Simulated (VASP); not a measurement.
Crystal: Pd.

```
CELL_PARAMETERS angstrom
4.36466 0.00000 0.00000
-2.18233 3.77991 0.00000
0.00000 0.00000 2.67554
ATOMIC_POSITIONS crystal
Pd 0.00000 0.00000 0.00000
Pd 0.33333 0.66667 0.50000
Pd 0.66667 0.33333 0.50000
```

This isn't the form of Pd at room conditions, which is fcc.

* Program: VASP 6.6.1
* Task: relaxation of cell and atoms
* Functional: PBE
* Potentials or basis: VASP PAW PBE potentials, release 64 (Pd)
* Cutoff: 600 eV
* k mesh: 8 × 8 × 12
* Occupations: fermi-dirac, width 0.1 eV
* Spin: no spin polarisation

At the start: pressure 12.0 GPa; volume 14.71 Å³/atom.

Q: How do energy, volume and symmetry change on relaxing?

A: Over 6 steps the energy falls by 40.4 meV/atom and the volume is 15.65 Å³/atom (+6.4 %); space group P6/mmm (No. 191, to 0.1 Å) before and after.

The path:
```
step  energy change (eV)  largest force (eV/Å)  pressure (GPa)  volume (Å³)
   1              0.0000                0.0000           12.00        44.14
   2              0.0598                0.0000          -11.32        51.54
   3             -0.1166                0.0000           -0.74        47.21
   4             -0.1167                0.0000           -0.54        47.14
   5             -0.1212                0.0000            0.06        46.95
   6             -0.1212                0.0000            0.03        46.96
```

Final structure:
```
CELL_PARAMETERS angstrom
4.49955 0.00000 0.00000
-2.24978 3.89673 0.00000
0.00000 0.00000 2.67817
ATOMIC_POSITIONS crystal
Pd 0.00000 0.00000 0.00000
Pd 0.33333 0.66667 0.50000
Pd 0.66667 0.33333 0.50000
```
